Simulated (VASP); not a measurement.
Here is a VASP 6.6.1 calculation.

Contents of INCAR:

```
ALGO = Normal
EDIFF = 1E-8
ENCUT = 600
GGA = CA
GGA_COMPAT = F
IBRION = 8
ISIF = 2
ISMEAR = 0
LASPH = T
LCHARG = F
LEPSILON = T
LREAL = F
LWAVE = F
NBANDS = 19
NELM = 120
NSW = 1
PREC = Accurate
SIGMA = 0.01
```

The input KPOINTS:

```
k-points
0
Gamma
  8 8 8
```

File POSCAR:

```
ZrO2
1.0
    0.0000000000      2.5132500667      2.5132500667
    2.5132500667      0.0000000000      2.5132500667
    2.5132500667      2.5132500667      0.0000000000
Zr O
1 2
Direct
    0.0000000000      0.0000000000      0.0000000000
    0.2500000000      0.2500000000      0.2500000000
    0.7500000000      0.7500000000      0.7500000000
```

Potentials or basis: VASP PAW LDA potentials, release 64 (Zr_sv, O).

The run is started by

```sh
$ cat potpaw_LDA.64/Zr_sv/POTCAR potpaw_LDA.64/O/POTCAR > POTCAR
$ mpirun -np 1 vasp_std > vasp.out
```

Task: What does it give for the electronic dielectric tensor (diagonal)?

Result: 5.81.

Task: Predict the Born charges (mean of the diagonal).

Result: Zr +5.74; O -2.87 e.

Task: What does it give for the highest phonon frequency at Γ, LO-TO splitting left out?

Result: 583 cm⁻¹.

Phonon frequencies in cm⁻¹ (negative: imaginary):
```tsv
q point	frequencies
(0.000, 0.000, 0.000)	0 0 0 269 269 269 583 583 583
```
